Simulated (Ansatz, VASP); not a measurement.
# Two plane-wave programs on Tl3ICl2

The input INCAR:

```
ALGO     = Normal         # electronic algorithm
EDIFF    = 1E-6           # SCF threshold, eV
ENCUT    = 520            # plane-wave cutoff, eV
GGA      = PE             # functional
ISIF     = 2              # what is computed and relaxed
ISMEAR   = 0              # smearing method
LASPH    = True           # aspherical terms in the spheres
LCHARG   = False          # write CHGCAR
LREAL    = False          # projectors in reciprocal space
LWAVE    = False          # write WAVECAR
NBANDS   = 72             # bands
NELM     = 80             # most SCF steps
PREC     = Accurate       # precision mode
SIGMA    = 0.1            # smearing width, eV
```

Contents of KPOINTS:

```
k-points
0
Gamma
  4 2 1
```

File POSCAR:

```
Tl3ICl2
1.0
    2.3757976727     -4.1150022776      0.0000000000
   -7.1273930180     -4.1150022776      0.0000000000
    0.0000000000      0.0000000000    -11.6627917978
Tl I Cl
6 2 4
Direct
    0.5000000000      0.8333333333      0.6902972484
    1.0000000000      0.3333333333      0.6902972484
    1.0000000000      0.6666666667      0.3097027516
    0.5000000000      0.1666666667      0.3097027516
    0.0000000000      0.0000000000      0.0000000000
    0.5000000000      0.5000000000      0.0000000000
    0.0000000000      0.0000000000      0.5000000000
    0.5000000000      0.5000000000      0.5000000000
    0.5000000000      0.8333333333      0.1555523777
    1.0000000000      0.3333333333      0.1555523777
    1.0000000000      0.6666666667      0.8444476223
    0.5000000000      0.1666666667      0.8444476223
```

Input for Ansatz:

```yaml
crystal:
  lattice:
    - [2.3757976727, -4.1150022776, 0.0]
    - [-7.127393018, -4.1150022776, 0.0]
    - [0.0, 0.0, -11.6627917978]
  atoms:
    - { symbol: Tl, position: [0.5, 0.8333333333, 0.6902972484] }
    - { symbol: Tl, position: [1.0, 0.3333333333, 0.6902972484] }
    - { symbol: Tl, position: [1.0, 0.6666666667, 0.3097027516] }
    - { symbol: Tl, position: [0.5, 0.1666666667, 0.3097027516] }
    - { symbol: Tl, position: [0.0, 0.0, 0.0] }
    - { symbol: Tl, position: [0.5, 0.5, 0.0] }
    - { symbol: I, position: [0.0, 0.0, 0.5] }
    - { symbol: I, position: [0.5, 0.5, 0.5] }
    - { symbol: Cl, position: [0.5, 0.8333333333, 0.1555523777] }
    - { symbol: Cl, position: [1.0, 0.3333333333, 0.1555523777] }
    - { symbol: Cl, position: [1.0, 0.6666666667, 0.8444476223] }
    - { symbol: Cl, position: [0.5, 0.1666666667, 0.8444476223] }
basis:
  ecutwfc: 420
kpoints:
  mp_grid: { grid: [4, 2, 1] }
hamiltonian:
  xc: pbe
scf:
  occupations: { method: gaussian, width: 0.1 }
  lower_state_search: "off"
output:
  forces: true
  stress: true
  eigenvalues: true
```

Alike in both runs: task single point; functional PBE; k mesh 4 × 2 × 1; occupations gaussian, width 0.1 eV; no spin polarisation.

|  | VASP | Ansatz |
| --- | --- | --- |
| version | VASP 6.6.1 | Ansatz 0.2.0 |
| potentials or method | VASP PAW PBE potentials, release 64 (Tl_d, I, Cl), cutoff 520 eV | scalar-relativistic, plane waves, PAW |
| valence electrons in the cell | 120 | 140 |

```tsv
	VASP	Ansatz	Ansatz less VASP
gap on the k mesh at the Fermi level (eV)	3.20	3.20	-0.002
least direct gap on the mesh (eV)	3.20	3.20	-0.002
pressure (GPa)	-0.1	-0.1	+0.05
traceless stress, the component that is largest in VASP (GPa)	-0.07	-0.07	0.000
```

VASP's potentials hold 120 valence electrons a cell and Ansatz's 140, so a difference there can come from the potentials and not from the codes.

The k mesh is coarse, so the values compare programs but aren't converged. Spin-orbit coupling is off throughout.
